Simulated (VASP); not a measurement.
# AlCo (NiAs type) (P6_3/mmc) in VASP: notebook

AlCo (NiAs type) is run at these levels: PBE; tasks: single point.

All numbers are computed with VASP 6.6.1; they aren't measurements. Logs are shortened: lines on timing, memory, paths and dates and some standing lists are left out, and cuts for length are marked.

## (1) The cell of the first run

The structure is hexagonal, space group P6_3/mmc (No. 194). Conventional cell: a = 2.506 Å, b = 2.506 Å, c = 7.185 Å, α = 90.00°, β = 90.00°, γ = 120.00°. Within 3.0 Å of Co (site symmetry -3m) lie 6 Al at 2.31 Å and 6 Co at 2.51 Å. Within 3.0 Å of Al (site symmetry -6m2) lie 6 Co at 2.31 Å and 6 Al at 2.51 Å.

## (2) Single point, PBE (volume scaled by 0.8)

The input, INCAR:

```
SYSTEM = AlCo
PREC = Accurate ; ENCUT = 520
EDIFF = 1E-6 ; ISMEAR = -1
SIGMA = 0.05 ; LREAL = .FALSE.
LASPH = .TRUE. ; NELM = 100
ALGO = Normal ; ISIF = 2
LWAVE = .FALSE. ; LCHARG = .FALSE.
GGA = PE ; NBANDS = 20
```

The input, KPOINTS:

```
regular mesh
0
G
  10 10 6
  0 0 0
```

The input, POSCAR:

```
AlCo
1.0
    2.5063649354      0.0000000000      0.0000000000
   -1.2531824677      2.1705757052      0.0000000000
    0.0000000000      0.0000000000      7.1848823452
Co Al
2 2
Direct
    0.0000000000      0.0000000000      0.0000000000
    0.0000000000      0.0000000000      0.5000000000
    0.3333333333      0.6666666667      0.2500000000
    0.6666666667      0.3333333333      0.7500000000
```

Potentials or basis: VASP PAW PBE potentials, release 64 (Co, Al).

Run with:

```bash
$ cat potpaw_PBE.64/Co/POTCAR potpaw_PBE.64/Al/POTCAR > POTCAR
$ mpirun -np 1 vasp_std > vasp.out
```

OUTCAR:

```text
SYSTEM = AlCo
   PREC = Accurate
   ENCUT = 520
   EDIFF = 1E-6
   ISMEAR = -1
   LREAL = .FALSE.
   LASPH = .TRUE.
   NELM = 100
   ISIF = 2
   GGA = PE

 ion  position               nearest neighbor table
   1  0.000  0.000  0.000-   3 2.31   4 2.31   3 2.31   4 2.31   4 2.31   3 2.31
   2  0.000  0.000  0.500-   3 2.31   4 2.31   3 2.31   4 2.31   4 2.31   3 2.31
   3  0.333  0.667  0.250-   1 2.31   2 2.31   1 2.31   2 2.31   1 2.31   2 2.31
   4  0.667  0.333  0.750-   1 2.31   2 2.31   1 2.31   2 2.31   1 2.31   2 2.31

  LATTYP: Found a hexagonal cell.
 ALAT       =     2.5063649354
 C/A-ratio  =     2.8666545098

  Lattice vectors:

 A1 = (   2.5063649354,   0.0000000000,   0.0000000000)
 A2 = (  -1.2531824677,   2.1705757052,   0.0000000000)
 A3 = (   0.0000000000,   0.0000000000,   7.1848823452)

Analysis of symmetry for initial positions (statically):
=====================================================================
 Subroutine PRICEL returns:
 Original cell was already a primitive cell.

 Routine SETGRP: Setting up the symmetry group for a
 hexagonal supercell.

 Subroutine GETGRP returns: Found 24 space group operations
 (whereof 12 operations were pure point group operations)
 out of a pool of 24 trial point group operations.

The static configuration has the point symmetry D_3d.
 The point group associated with its full space group is D_6h.

Analysis of symmetry for dynamics (positions and initial velocities):
=====================================================================
 Subroutine PRICEL returns:
 Original cell was already a primitive cell.

 Routine SETGRP: Setting up the symmetry group for a
 hexagonal supercell.

 Subroutine GETGRP returns: Found 24 space group operations
 (whereof 12 operations were pure point group operations)
 out of a pool of 24 trial point group operations.

The dynamic configuration has the point symmetry D_3d.
 The point group associated with its full space group is D_6h.

 Subroutine INISYM returns: Found 24 space group operations
 (whereof 12 operations are pure point group operations),
 and found     1 'primitive' translations

----------------------------------------------------------------------------------------

                                     Primitive cell

  volume of cell :      39.0876

  direct lattice vectors                    reciprocal lattice vectors
     2.506364935  0.000000000  0.000000000     0.398984197  0.230353633  0.000000000
    -1.253182468  2.170575705  0.000000000     0.000000000  0.460707267  0.000000000
     0.000000000  0.000000000  7.184882345     0.000000000  0.000000000  0.139181124

  length of vectors
     2.506364935  2.506364935  7.184882345     0.460707267  0.460707267  0.139181124

  position of ions in fractional coordinates (direct lattice)
     0.000000000  0.000000000  0.000000000
     0.000000000  0.000000000  0.500000000
     0.333333333  0.666666667  0.250000000
     0.666666667  0.333333333  0.750000000

  ion indices of the primitive-cell ions
   primitive index   ion index
                 1           1
                 2           2
                 3           3
                 4           4

----------------------------------------------------------------------------------------

 KPOINTS: regular mesh

Automatic generation of k-mesh.
 Grid dimensions read from file:
 generate k-points for:   10   10    6

 Generating k-lattice:

  Cartesian coordinates                     Fractional coordinates (reciprocal lattice)
     0.039898420  0.023035363  0.000000000     0.100000000  0.000000000  0.000000000
     0.000000000  0.046070727  0.000000000     0.000000000  0.100000000  0.000000000
     0.000000000  0.000000000  0.023196854     0.000000000  0.000000000  0.166666667

  Length of vectors
     0.046070727  0.046070727  0.023196854

  Shift w.r.t. Gamma in fractional coordinates (k-lattice)
     0.000000000  0.000000000  0.000000000

 Subroutine IBZKPT returns following result:
 ===========================================

 Found     56 irreducible k-points:

 Following reciprocal coordinates:
            Coordinates               Weight
  0.000000  0.000000  0.000000      1.000000
  0.100000  0.000000  0.000000      6.000000
  0.200000  0.000000  0.000000      6.000000
  0.300000  0.000000  0.000000      6.000000
  0.400000  0.000000  0.000000      6.000000
  0.500000  0.000000  0.000000      3.000000
[... 16 lines left out ...]
  0.300000  0.100000  0.166667     24.000000
  0.400000  0.100000  0.166667     24.000000
 [... further k-points ...]
   k-points           NKPTS =     56   k-points in BZ     NKDIM =     56   number of bands    NBANDS=     20
   number of dos      NEDOS =    301   number of ions     NIONS =      4
   total plane-waves  NPLWV =  21600
   dimension x,y,z NGX =    20 NGY =   20 NGZ =   54
   dimension x,y,z NGXF=    40 NGYF=   40 NGZF=  108
   ions per type =               2   2
   NGX,Y,Z   is equivalent  to a cutoff of  13.27, 13.27, 12.49 a.u.
   NGXF,Y,Z  is equivalent  to a cutoff of  26.53, 26.53, 24.99 a.u.
 SYSTEM =  AlCo
   PREC   = accura    normal or accurate (medium, high low for compatibility)
   ISTART =      0    job   : 0-new  1-cont  2-samecut
   ICHARG =      2    charge: 1-file 2-atom 10-const
   ISPIN  =      1    spin polarized calculation?
   LNONCOLLINEAR =      F non collinear calculations
   LSORBIT =      F    spin-orbit coupling
   LASPH  =      T    aspherical Exc in radial PAW
   ENCUT  =  520.0 eV  38.22 Ry    6.18 a.u.   4.66  4.66 13.36*2*pi/ulx,y,z
   NELM   =    100;   NELMIN=  2; NELMDL= -5     # of ELM steps
   EDIFF  = 0.1E-05   stopping-criterion for ELM
   LREAL  =      F    real-space projection
   EDIFFG = 0.1E-04   stopping-criterion for IOM
   NSW    =      0    number of steps for IOM
   IBRION =     -1    ionic relax: 0-MD 1-quasi-New 2-CG
   NFREE  =      0    steps in history (QN), initial steepest desc. (CG)
   ISIF   =      2    stress and relaxation
   ISYM   =      2    0-nonsym 1-usesym 2-fastsym
   POTIM  = 0.5000    time-step for ionic-motion
   TEBEG  =    0.0;   TEEND  =   0.0 temperature during run
   PSTRESS=    0.0 pullay stress
   NELECT =      24.0000    total number of electrons
   NUPDOWN=      -1.0000    fix difference up-down
   EMIN   =  10.00;   EMAX   =-10.00  energy-range for DOS
   EFERMI =   0.00;   METHOD = LEGACY
   ISMEAR =    -1;   SIGMA  =   0.05  broadening in eV -4-tet -1-fermi 0-gaus
   EFERMI_NEDOS =   21; number of points for ismear=-14 and -15
   IALGO  =     38    algorithm
   IMIX   =      4    mixing-type and parameters
     AMIX     =   0.40;   BMIX     =  1.00
     AMIX_MAG =   1.60;   BMIX_MAG =  1.00
  volume/ion in A,a.u.               =       9.77        65.94
  Fermi-wavevector in a.u.,A,eV,Ry     =   1.391444  2.629447 26.342448  1.936115
  Thomas-Fermi vector in A             =   2.515282
   LORBIT       =      0    0 simple, 1 ext, 2 COOP (PROOUT), +10 PAW based schemes
   GGA     = PE    functional components
   LHFCALC =     F    Hartree Fock is set to
   AEXX    =    0.0000 exact exchange contribution
   IVDW    =     0    specifies the selected vdW correction
   LEPSILON=     F    determine dielectric tensor
   LRPA    =     F    only Hartree local field effects (RPA)
 non-spin polarized calculation
  energy-cutoff  :      520.00
  volume of cell :       39.09
 maximum number of plane-waves:      1071
 NGX is ok and might be reduce to    20
   NGX =  9   NGY =  9   NGZ = 27

 number of electron      23.9999996 magnetization

 Free energy of the ion-electron system (eV)
  ---------------------------------------------------
  ext. energy  EPLUGINS =         0.00000000
  ---------------------------------------------------
  free energy    TOTEN  =       -21.41885708 eV

  energy without entropy =      -21.38832557  energy(sigma->0) =      -21.40359132

 E-fermi :  12.9100     XC(G=0): -13.1179

 val. band max:       12.8987629151   @ k =   0.4000   0.2000   0.3333
 cond. band min:      12.9375671810   @ k =   0.3000   0.1000   0.1667
 fundamental gap:      0.0388042659
 Fermi energy:        12.9099829917

 k-point     1 :       0.0000    0.0000    0.0000
  band No.  band energies     occupation
      1       0.5638      2.00000
      2       2.6509      2.00000
      3       4.6914      2.00000
      4       8.5398      2.00000
      5      10.4878      2.00000
      6      11.0715      2.00000
[... 12 lines left out ...]
     19      29.2747      0.00000
     20      29.2747      0.00000

 k-point     2 :       0.1000    0.0000    0.0000
  band No.  band energies     occupation
      1       0.8836      2.00000
      2       2.9097      2.00000
      3       5.0302      2.00000
      4       8.7485      2.00000
      5      10.5643      2.00000
      6      10.6140      2.00000
[... 12 lines left out ...]
     19      26.9245      0.00000
     20      28.3803      0.00000

 k-point     3 :       0.2000    0.0000    0.0000
  band No.  band energies     occupation
      1       1.8225      2.00000
      2       3.6663      2.00000
      3       5.9976      2.00000
      4       9.2391      2.00000
      5       9.9521      2.00000
      6      10.5235      2.00000
[... 12 lines left out ...]
     19      25.3790      0.00000
     20      26.4984      0.00000

 k-point     4 :       0.3000    0.0000    0.0000
  band No.  band energies     occupation
      1       3.3141      2.00000
      2       4.8509      2.00000
      3       7.3680      2.00000
      4       9.4471      2.00000
      5       9.4873      2.00000
      6      10.3064      2.00000
[... 12 lines left out ...]
     19      24.0504      0.00000
     20      25.0734      0.00000

 k-point     5 :       0.4000    0.0000    0.0000
  band No.  band energies     occupation
      1       5.1994      2.00000
      2       6.2788      2.00000
      3       8.3545      2.00000
      4       9.1040      2.00000
      5       9.2698      2.00000
      6       9.8317      2.00000
[... 12 lines left out ...]
     19      23.1342      0.00000
     20      24.2859      0.00000

 k-point     6 :       0.5000    0.0000    0.0000
  band No.  band energies     occupation
      1       6.6017      2.00000
      2       7.3072      2.00000
      3       8.2763      2.00000
      4       8.5130      2.00000
      5       9.2187      2.00000
      6       9.3578      2.00000
[... 12 lines left out ...]
     19      22.7980      0.00000
     20      23.0112      0.00000

 k-point     7 :       0.1000    0.1000    0.0000
  band No.  band energies     occupation
      1       1.5132      2.00000
      2       3.4177      2.00000
      3       5.6864      2.00000
      4       9.1130      2.00000
      5      10.1226      2.00000
      6      10.6007      2.00000
[... 12 lines left out ...]
     19      25.9363      0.00000
     20      26.4245      0.00000
[... 277 lines left out ...]
 k-point    20 :       0.5000    0.0000    0.1667
  band No.  band energies     occupation
      1       6.6765      2.00000
      2       7.3541      2.00000
      3       8.0521      2.00000
      4       8.3658      2.00000
      5       9.3702      2.00000
      6       9.4609      2.00000
[... 12 lines left out ...]
     19      22.9031      0.00000
     20      23.3597      0.00000

 k-point    21 :       0.1000    0.1000    0.1667
  band No.  band energies     occupation
      1       1.5912      2.00000
      2       3.1633      2.00000
      3       6.0329      2.00000
      4       8.9229      2.00000
      5      10.1625      2.00000
      6      10.5883      2.00000
[... 12 lines left out ...]
     19      25.8252      0.00000
     20      26.0402      0.00000

 k-point    22 :       0.2000    0.1000    0.1667
  band No.  band energies     occupation
      1       2.8037      2.00000
      2       4.1934      2.00000
      3       7.1513      2.00000
      4       9.3289      2.00000
      5       9.8187      2.00000
      6      10.2109      2.00000
[... 12 lines left out ...]
     19      24.1219      0.00000
     20      24.8310      0.00000

 k-point    23 :       0.3000    0.1000    0.1667
  band No.  band energies     occupation
      1       4.5016      2.00000
      2       5.5959      2.00000
      3       8.3130      2.00000
      4       9.2059      2.00000
      5       9.5649      2.00000
      6      10.1517      2.00000
[... 12 lines left out ...]
     19      21.5906      0.00000
     20      23.4940      0.00000

 k-point    24 :       0.4000    0.1000    0.1667
  band No.  band energies     occupation
      1       6.3865      2.00000
      2       7.0680      2.00000
      3       8.5579      2.00000
      4       8.6319      2.00000
      5       9.4435      2.00000
      6       9.6497      2.00000
[... 12 lines left out ...]
     19      20.7702      0.00000
     20      22.8981      0.00000

 [... further k-points ...]
[... 5 lines left out ...]
  --------------------------------------------------------------------------------------
  -------------------------------------------------------------------------------------
  Total       13.9874857     13.9874857     13.8478372     -0.0000000      0.0000000     -0.0000000
  in kB      573.3388017    573.3388017    567.6146906     -0.0000000      0.0000000     -0.0000000
  external PRESSURE =     571.4307647 kB  Pullay stress =       0.0000000 kB

 VOLUME and BASIS-vectors are now :
 -----------------------------------------------------------------------------
  energy-cutoff  :      520.00
  volume of cell :       39.09
      direct lattice vectors                 reciprocal lattice vectors
     2.506364935  0.000000000  0.000000000     0.398984197  0.230353633  0.000000000
    -1.253182468  2.170575705  0.000000000     0.000000000  0.460707267  0.000000000
     0.000000000  0.000000000  7.184882345     0.000000000  0.000000000  0.139181124

 POSITION                                       TOTAL-FORCE (eV/Angst)
 -----------------------------------------------------------------------------------
      0.00000      0.00000      0.00000         0.000000      0.000000     -0.000000
      0.00000      0.00000      3.59244         0.000000      0.000000     -0.000000
     -0.00000      1.44705      1.79622        -0.000000      0.000000     -0.000000
      1.25318      0.72353      5.38866         0.000000      0.000000      0.000000
 -----------------------------------------------------------------------------------
    total drift:                               -0.000000      0.000000      0.000000

  FREE ENERGIE OF THE ION-ELECTRON SYSTEM (eV)
  ---------------------------------------------------
  free  energy   TOTEN  =       -21.4188570808 eV

  energy  without entropy=      -21.3883255685  energy(sigma->0) =      -21.40359132
```

It took 20 s on 1 thread of Intel Xeon 6975P-C (Granite Rapids), shared host; peak memory 0.17 GiB.

What came out:

```
Free energy            : -21.4189 eV
Pressure               : 57.1 GPa
Band gap on the k mesh : zero (band 12 reaches 13.69 eV, above the bottom of band 13 at 12.04 eV)
```

Stress tensor (GPa, compression positive):
```
57.33  0.00  0.00
 0.00 57.33  0.00
 0.00  0.00 56.76
```

Levels at points of the mesh, in eV from the Fermi level:
```csv
k point,band 9,band 10,band 11,band 12,band 13,band 14,band 15,band 16
"(0.00, 0.00, 0.00)",-1.84,-1.72,-0.81,-0.81,-0.69,-0.69,4.37,10.68
"(0.50, 0.00, 0.00)",-1.38,-1.22,-1.04,0.21,0.22,1.66,2.98,4.57
"(0.00, 0.00, 0.50)",-1.84,-1.84,-0.75,-0.75,-0.75,-0.75,7.34,7.34
"(0.50, 0.00, 0.50)",-1.30,-1.30,0.22,0.22,0.34,0.34,4.60,4.60
```

 Spin polarisation is off, so any magnetic state and its effect on volume and gap are missing.

## (3) Single point, PBE (volume scaled by 0.8)

The input, INCAR:

```
PREC     = Accurate       # precision mode
ENCUT    = 520            # plane-wave cutoff, eV
EDIFF    = 1E-6           # SCF threshold, eV
ISMEAR   = -1             # smearing method
SIGMA    = 0.05           # smearing width, eV
LREAL    = False          # projectors in reciprocal space
LASPH    = True           # aspherical terms in the spheres
NELM     = 100            # most SCF steps
ALGO     = Normal         # electronic algorithm
ISIF     = 2              # what is computed and relaxed
LWAVE    = False          # write WAVECAR
LCHARG   = True           # write CHGCAR
GGA      = PE             # functional
LELF     = True           # ELF
LVHAR    = True         
NBANDS   = 20             # bands
```

The input, KPOINTS:

```
regular mesh
0
Gamma
  10 10 6
```

POSCAR is that of step 2.

Potentials or basis: VASP PAW PBE potentials, release 64 (Co, Al).

Run with:

```bash
$ cat potpaw_PBE.64/Co/POTCAR potpaw_PBE.64/Al/POTCAR > POTCAR
$ mpirun -np 1 vasp_std > vasp.out
```

It took 20 s on 1 thread of Intel Xeon 6975P-C (Granite Rapids), shared host; peak memory 0.18 GiB.

It converged, with:

* Free energy: -21.4189 eV
* Pressure: 57.1 GPa
* Band gap on the k mesh: zero (band 12 reaches 13.69 eV, above the bottom of band 13 at 12.04 eV)

Stress tensor (GPa, compression positive):
```
57.33  0.00  0.00
 0.00 57.33  0.00
 0.00  0.00 56.76
```

Levels at points of the mesh, in eV from the Fermi level:
```csv
k point,band 10,band 11,band 12,band 13,band 14,band 15
"(0.00, 0.00, 0.00)",-1.72,-0.81,-0.81,-0.69,-0.69,4.37
"(0.50, 0.00, 0.00)",-1.22,-1.04,0.21,0.22,1.66,2.98
"(0.00, 0.00, 0.50)",-1.84,-0.75,-0.75,-0.75,-0.75,7.34
"(0.50, 0.00, 0.50)",-1.30,0.22,0.22,0.34,0.34,4.60
```

 Spin polarisation is off, so any magnetic state and its effect on volume and gap are missing.
